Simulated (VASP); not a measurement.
A run of VASP 6.6.1 is set up as follows.

INCAR

```
PREC = Accurate ; ENCUT = 520
EDIFF = 1E-8 ; ISMEAR = -1
SIGMA = 0.05 ; LREAL = F
LASPH = T ; NELM = 100
ALGO = Normal ; ISIF = 2
LWAVE = F ; LCHARG = F
GGA = PE ; LEFG = T
NBANDS = 16
```

File KPOINTS:

```
regular mesh
0
Gamma
  13 13 12
```

The input POSCAR:

```
WC
1.0
    2.9005014360      0.0435075215      0.0435075215
   -1.4125720991      2.4901541665      0.0159248581
    0.0424350000      0.0424350000      2.8290000000
W C
1 1
Direct
    0.0000000000      0.0000000000      0.0000000000
    0.6666666667      0.3333333333      0.5000000000
```

Potentials or basis: VASP PAW PBE potentials, release 64 (W_sv, C).

Command:

```bash
$ cat potpaw_PBE.64/W_sv/POTCAR potpaw_PBE.64/C/POTCAR > POTCAR
$ mpirun -np 1 vasp_std > vasp.out
```

(1) What does it give for the largest force?

(2) Estimate the pressure.

(3) Predict the band gap on the k mesh.

## Answers

(1) 0.136 eV/Å.

(2) 10.6 GPa.

(3) zero (bands 9 and 10 overlap by 1.18 eV).

Caveat: the cell differs from its parent crystal (equal xy, yz and zx shear strains of +3 %); the cell stands under pressure; without QUAD_EFG the Cq values of the log hold for a quadrupole moment of 1 mb, not for the nuclei; spin-orbit coupling is left out, which moves the levels of the heavy elements.
